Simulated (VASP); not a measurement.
Here is a VASP 6.6.1 calculation.

The input INCAR:

```
PREC = Accurate ; ENCUT = 520
EDIFF = 1E-6 ; ISMEAR = 0
SIGMA = 0.05 ; LREAL = F
LASPH = T ; NELM = 80
ALGO = Normal ; ISIF = 2
LWAVE = F ; LCHARG = F
GGA = PS ; NBANDS = 22
```

Contents of KPOINTS:

```
Automatic mesh
0
Gamma
  12 12 8
```

Contents of POSCAR:

```
HfC
1.0
    3.3299329653      0.0000000000      0.0000000000
   -1.6649664827      2.8838065409      0.0000000000
    0.0000000000      0.0000000000      5.2274907433
Hf C
2 2
Direct
    0.3333333333      0.6666666667      0.2500000000
    0.6666666667      0.3333333333      0.7500000000
    0.0000000000      0.0000000000      0.0000000000
    0.0000000000      0.0000000000      0.5000000000
```

Potentials or basis: VASP PAW PBE potentials, release 64 (Hf_pv, C).

The run is started by

```sh
$ cat potpaw_PBE.64/Hf_pv/POTCAR potpaw_PBE.64/C/POTCAR > POTCAR
$ mpirun -np 1 vasp_std > vasp.out
```

**Question.** Predict the band gap on the k mesh.

**Answer.** Zero (bands 14 and 15 overlap by 1.35 eV).

**Question.** Estimate the pressure.

**Answer.** -7.2 GPa.

Stress tensor (GPa, compression positive):
```
-6.94  0.00  0.00
 0.00 -6.94  0.00
 0.00  0.00 -7.75
```

Caveat: the cell stands under tension; the PAW data sets were made with another functional, which shifts forces and pressure a little; spin-orbit coupling is left out, which moves the levels of the heavy elements.
